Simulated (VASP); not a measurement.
# Ti2Hg (F-43m) in VASP: notebook

Ti2Hg is run at these levels: PBE; tasks: single point, relaxation of cell and atoms.

All numbers are computed with VASP 6.6.1; they aren't measurements. Logs are shortened: lines on timing, memory, paths and dates and some standing lists are left out, and cuts for length are marked.

## 1. The cell of the first run

Symmetry: F-43m, No. 216, cubic system. The conventional cell has a = 5.903 Å, b = 5.903 Å, c = 5.903 Å, α = 90.00°, β = 90.00°, γ = 90.00°. Within 3.4 Å of Ti (site symmetry -43m) lie 4 Ti at 2.56 Å and 4 Hg at 2.56 Å. Ti (site symmetry -43m) has 4 Ti at 2.56 Å and 6 Hg at 2.95 Å within 3.4 Å. Within 3.4 Å of Hg (site symmetry -43m) lie 10 Ti at 2.56 to 2.95 Å.

The cell was generated, and may not be a known phase.

## 2. Single point, PBE

The input, INCAR:

```
SYSTEM = Ti2Hg
PREC = Accurate
ENCUT = 520
EDIFF = 1E-6
ISMEAR = 0
SIGMA = 0.1
LREAL = .FALSE.
LASPH = .TRUE.
NELM = 80
ALGO = Normal
ISIF = 2
LWAVE = .FALSE.
LCHARG = .FALSE.
GGA = PE
NBANDS = 25
```

The input, KPOINTS:

```
regular mesh
0
G
  6 6 6
  0 0 0
```

The input, POSCAR:

```
Ti2Hg
1.0
    0.0000000000      2.9514783600      2.9514783600
    2.9514783600      0.0000000000      2.9514783600
    2.9514783600      2.9514783600      0.0000000000
Ti Hg
2 1
Direct
    0.7500000000      0.7500000000      0.7500000000
    0.5000000000      0.5000000000      0.5000000000
    0.0000000000      0.0000000000      0.0000000000
```

Potentials or basis: VASP PAW PBE potentials, release 64 (Ti_sv, Hg).

Command:

```
cat potpaw_PBE.64/Ti_sv/POTCAR potpaw_PBE.64/Hg/POTCAR > POTCAR
mpirun -np 1 vasp_std > vasp.out
```

OUTCAR:

```text
SYSTEM = Ti2Hg
   PREC = Accurate
   ENCUT = 520
   EDIFF = 1E-6
   ISMEAR = 0
   LREAL = .FALSE.
   LASPH = .TRUE.
   NELM = 80
   ISIF = 2
   GGA = PE

 ion  position               nearest neighbor table
   1  0.750  0.750  0.750-   2 2.56   2 2.56   2 2.56   2 2.56   3 2.56   3 2.56   3 2.56   3 2.56

   2  0.500  0.500  0.500-   1 2.56   1 2.56   1 2.56   1 2.56   3 2.95   3 2.95   3 2.95   3 2.95
                             3 2.95   3 2.95
   3  0.000  0.000  0.000-   1 2.56   1 2.56   1 2.56   1 2.56   2 2.95   2 2.95   2 2.95   2 2.95
                             2 2.95   2 2.95

  LATTYP: Found a face centered cubic cell.
 ALAT       =     5.9029567200

  Lattice vectors:

 A1 = (   0.0000000000,   2.9514783600,   2.9514783600)
 A2 = (   2.9514783600,   0.0000000000,   2.9514783600)
 A3 = (   2.9514783600,   2.9514783600,   0.0000000000)

Analysis of symmetry for initial positions (statically):
=====================================================================
 Subroutine PRICEL returns:
 Original cell was already a primitive cell.

 Routine SETGRP: Setting up the symmetry group for a
 face centered cubic supercell.

 Subroutine GETGRP returns: Found 24 space group operations
 (whereof 24 operations were pure point group operations)
 out of a pool of 48 trial point group operations.

The static configuration has the point symmetry T_d .

Analysis of symmetry for dynamics (positions and initial velocities):
=====================================================================
 Subroutine PRICEL returns:
 Original cell was already a primitive cell.

 Routine SETGRP: Setting up the symmetry group for a
 face centered cubic supercell.

 Subroutine GETGRP returns: Found 24 space group operations
 (whereof 24 operations were pure point group operations)
 out of a pool of 48 trial point group operations.

The dynamic configuration has the point symmetry T_d .

 Subroutine INISYM returns: Found 24 space group operations
 (whereof 24 operations are pure point group operations),
 and found     1 'primitive' translations

----------------------------------------------------------------------------------------

                                     Primitive cell

  volume of cell :      51.4220

  direct lattice vectors                    reciprocal lattice vectors
     0.000000000  2.951478360  2.951478360    -0.169406629  0.169406629  0.169406629
     2.951478360  0.000000000  2.951478360     0.169406629 -0.169406629  0.169406629
     2.951478360  2.951478360  0.000000000     0.169406629  0.169406629 -0.169406629

[... 76 lines left out ...]
   EDIFF  = 0.1E-05   stopping-criterion for ELM
   LREAL  =      F    real-space projection
   EDIFFG = 0.1E-04   stopping-criterion for IOM
   NSW    =      0    number of steps for IOM
   IBRION =     -1    ionic relax: 0-MD 1-quasi-New 2-CG
   NFREE  =      0    steps in history (QN), initial steepest desc. (CG)
   ISIF   =      2    stress and relaxation
   ISYM   =      2    0-nonsym 1-usesym 2-fastsym
   POTIM  = 0.5000    time-step for ionic-motion
   TEBEG  =    0.0;   TEEND  =   0.0 temperature during run
   PSTRESS=    0.0 pullay stress
   NELECT =      36.0000    total number of electrons
   NUPDOWN=      -1.0000    fix difference up-down
   EMIN   =  10.00;   EMAX   =-10.00  energy-range for DOS
   EFERMI =   0.00;   METHOD = LEGACY
   ISMEAR =     0;   SIGMA  =   0.10  broadening in eV -4-tet -1-fermi 0-gaus
   EFERMI_NEDOS =   21; number of points for ismear=-14 and -15
   IALGO  =     38    algorithm
   IMIX   =      4    mixing-type and parameters
     AMIX     =   0.40;   BMIX     =  1.00
     AMIX_MAG =   1.60;   BMIX_MAG =  1.00
  volume/ion in A,a.u.               =      17.14       115.67
  Fermi-wavevector in a.u.,A,eV,Ry     =   1.453648  2.746997 28.750388  2.113094
  Thomas-Fermi vector in A             =   2.570891
   LORBIT       =      0    0 simple, 1 ext, 2 COOP (PROOUT), +10 PAW based schemes
   GGA     = PE    functional components
   LHFCALC =     F    Hartree Fock is set to
   AEXX    =    0.0000 exact exchange contribution
   IVDW    =     0    specifies the selected vdW correction
   LEPSILON=     F    determine dielectric tensor
   LRPA    =     F    only Hartree local field effects (RPA)
 non-spin polarized calculation
 Gauss-broadening in eV      SIGMA  =   0.10
  energy-cutoff  :      520.00
  volume of cell :       51.42
 maximum number of plane-waves:      1411
   NGX = 15   NGY = 15   NGZ = 15

 number of electron      35.9999997 magnetization

 Free energy of the ion-electron system (eV)
  ---------------------------------------------------
  ext. energy  EPLUGINS =         0.00000000
  ---------------------------------------------------
  free energy    TOTEN  =       -12.68382833 eV

  energy without entropy =      -12.63365185  energy(sigma->0) =      -12.65874009

 E-fermi :   7.5991     XC(G=0): -11.7684

 val. band max:        7.5943540766   @ k =   0.3333   0.0000   0.0000
 cond. band min:       7.6124290890   @ k =  -0.3333   0.3333   0.0000
 fundamental gap:      0.0180750123
 Fermi energy:         7.5990581390

 k-point     1 :       0.0000    0.0000    0.0000
  band No.  band energies     occupation
      1     -49.1570      2.00000
      2     -48.7766      2.00000
      3     -25.6013      2.00000
      4     -25.6013      2.00000
      5     -25.6013      2.00000
      6     -25.0434      2.00000
[... 437 lines left out ...]
     24      10.6358      0.00000
     25      10.6587      0.00000

------------------------ aborting loop because EDIFF is reached ----------------------------------------

  FORCE on cell =-STRESS in cart. coord.  units (eV):
  Direction    XX          YY          ZZ          XY          YZ          ZX
  --------------------------------------------------------------------------------------
  -------------------------------------------------------------------------------------
  Total        8.5291064      8.5291064      8.5291064      0.0000000     -0.0000000     -0.0000000
  in kB      265.7451262    265.7451262    265.7451262      0.0000000     -0.0000000     -0.0000000
  external PRESSURE =     265.7451262 kB  Pullay stress =       0.0000000 kB

 VOLUME and BASIS-vectors are now :
 -----------------------------------------------------------------------------
  energy-cutoff  :      520.00
  volume of cell :       51.42
      direct lattice vectors                 reciprocal lattice vectors
     0.000000000  2.951478360  2.951478360    -0.169406629  0.169406629  0.169406629
     2.951478360  0.000000000  2.951478360     0.169406629 -0.169406629  0.169406629
     2.951478360  2.951478360  0.000000000     0.169406629  0.169406629 -0.169406629

 POSITION                                       TOTAL-FORCE (eV/Angst)
 -----------------------------------------------------------------------------------
      4.42722      4.42722      4.42722         0.000000      0.000000      0.000000
      2.95148      2.95148      2.95148        -0.000000     -0.000000     -0.000000
      0.00000      0.00000      0.00000        -0.000000     -0.000000     -0.000000
 -----------------------------------------------------------------------------------
    total drift:                                0.000000      0.000000      0.000000

  FREE ENERGIE OF THE ION-ELECTRON SYSTEM (eV)
  ---------------------------------------------------
  free  energy   TOTEN  =       -12.6838283336 eV

  energy  without entropy=      -12.6336518517  energy(sigma->0) =      -12.65874009
```

Wall time 24 s (1 thread of Oxide Virtual Turin-like, shared host); peak memory 0.15 GiB.

Results:

```yaml
Free_energy: -12.6838 eV
Pressure: 26.6 GPa
Band_gap_on_the_k_mesh: zero (bands 18 and 19 overlap by 0.62 eV)
```

Levels at points of the mesh, in eV from the Fermi level:
```csv
k point,band 16,band 17,band 18,band 19,band 20,band 21
"(0.00, 0.00, 0.00)",-0.93,-0.93,0.12,0.12,1.21,1.21
"(0.50, 0.00, 0.00)",-1.61,-1.61,-0.30,-0.30,-0.06,2.16
"(0.50, 0.50, 0.00)",-0.28,-0.19,-0.19,0.31,1.00,1.12
```

Caveat: the cell stands under pressure; spin-orbit coupling is left out, which moves the levels of the heavy elements.

[end of part 1 of 3]

The gap in the log of VASP goes by the Fermi energy; the results here count the filled bands.